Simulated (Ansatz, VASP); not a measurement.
**Y in VASP and in Ansatz**

```xyz
1
Lattice="0.0000 2.5096 2.5096 2.5096 0.0000 2.5096 2.5096 2.5096 0.0000" Properties=species:S:1:pos:R:3 pbc="T T T"
Y     0.0000    0.0000    0.0000
```

Change from the starting cell: volume scaled by 1.03.

Alike in both runs: task single point; functional PBE; k mesh 13 × 13 × 13; occupations fermi-dirac, width 0.05 eV; no spin polarisation.

```csv
,VASP,Ansatz
version,VASP 6.6.1,Ansatz 0.2.0
potentials or method,"VASP PAW PBE potentials, release 64 (Y_sv), cutoff 520 eV","all-electron LAPW, scalar-relativistic"
```

|  | VASP | Ansatz | Ansatz less VASP |
| --- | --- | --- | --- |
| pressure (GPa) | 0.9 | 1.1 | +0.13 |

Ansatz ran all-electron here, and VASP with PAW potentials.
